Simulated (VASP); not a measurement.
Set up this calculation in VASP 6.6.1, as the native input.

* Task: single point
* Functional: PBEsol
* Potentials or basis: VASP PAW PBE potentials, release 64 (Li_sv, Ta_pv, O)
* Cutoff: 520 eV
* k mesh: 5 × 5 × 5
* Occupations: fermi-dirac, width 0.05 eV
* Spin: no spin polarisation
* Dipole correction: no
* Further INCAR settings: ALGO = Normal; EDIFF = 1e-07; NBANDS = 40

The structure of LiTa2O6 lies in POSCAR:

```
LiTa2O6
1.0
    5.2343018917      0.0000072390      0.0014102122
    2.6171568986      4.5330636358      0.0014079865
    2.6183975540      1.5117397109      4.6242695027
Li Ta O
1 2 6
Direct
    0.2097005418      0.2094795112      0.3712357439
    0.5019955086      0.5020259319      0.4940311175
    0.9921928009      0.9922022342      0.0234754078
    0.7623879737      0.1854139300      0.7370476685
    0.1851460640      0.3153800614      0.7367008848
    0.3150708919      0.7630417597      0.7364169202
    0.8731916941      0.6293186748      0.2441674169
    0.6296787741      0.2531497506      0.2443604300
    0.2535020843      0.8728544795      0.2439654104
```

One way to write it, as run:

INCAR

```
SYSTEM = LiTa2O6
PREC = Accurate ; ENCUT = 520
EDIFF = 1E-7 ; ISMEAR = -1
SIGMA = 0.05 ; LREAL = .False.
LASPH = .True. ; NELM = 100
ALGO = Normal ; ISIF = 2
LWAVE = .False. ; LCHARG = .True.
GGA = PS ; LELF = .True.
LVHAR = .True. ; NBANDS = 40
```

KPOINTS

```
Automatic mesh
0
Gamma
  5 5 5
  0 0 0
```

Potentials or basis: VASP PAW PBE potentials, release 64 (Li_sv, Ta_pv, O).

Launch:

```console
$ cat potpaw_PBE.64/Li_sv/POTCAR potpaw_PBE.64/Ta_pv/POTCAR potpaw_PBE.64/O/POTCAR > POTCAR
$ mpirun -np 1 vasp_std > vasp.out
```

Results of the run:

| Property | Result |
| --- | --- |
| Largest force | 0.066 eV/Å |
| Band gap on the k mesh | zero (an odd number of electrons rules out a gap without spin polarisation) |

Caveat: the PAW data sets were made with another functional, which shifts forces and pressure a little; spin-orbit coupling is left out, which moves the levels of the heavy elements; an odd number of electrons without spin polarisation forces a metal; a magnetic or distorted state may lie lower.

It took 11 min on 1 thread of Intel Xeon 8259CL (shared host), peak memory 0.4 GiB.
